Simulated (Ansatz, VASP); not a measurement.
## Pb in VASP and in Ansatz

```
CELL_PARAMETERS angstrom
0.00000 2.46955 2.46955
2.46955 0.00000 2.46955
2.46955 2.46955 0.00000
ATOMIC_POSITIONS crystal
Pb 0.00000 0.00000 0.00000
```

Change from the starting cell: volume scaled by 0.97.

Alike in both runs: task single point; functional LDA; k mesh 13 × 13 × 13; occupations fermi-dirac, width 0.05 eV; no spin polarisation.

|  | VASP | Ansatz |
| --- | --- | --- |
| version | VASP 6.6.1 | Ansatz 0.2.0 |
| potentials or method | VASP PAW LDA potentials, release 64 (Pb_d), cutoff 520 eV | all-electron LAPW, scalar-relativistic |

```tsv
	VASP	Ansatz	Ansatz less VASP
pressure (GPa)	-1.7	-1.7	-0.04
```

LDA's correlation is that of Perdew and Zunger in VASP and of Perdew and Wang (1992) in Ansatz. Ansatz ran all-electron here, and VASP with PAW potentials.

Spin-orbit coupling is off throughout.
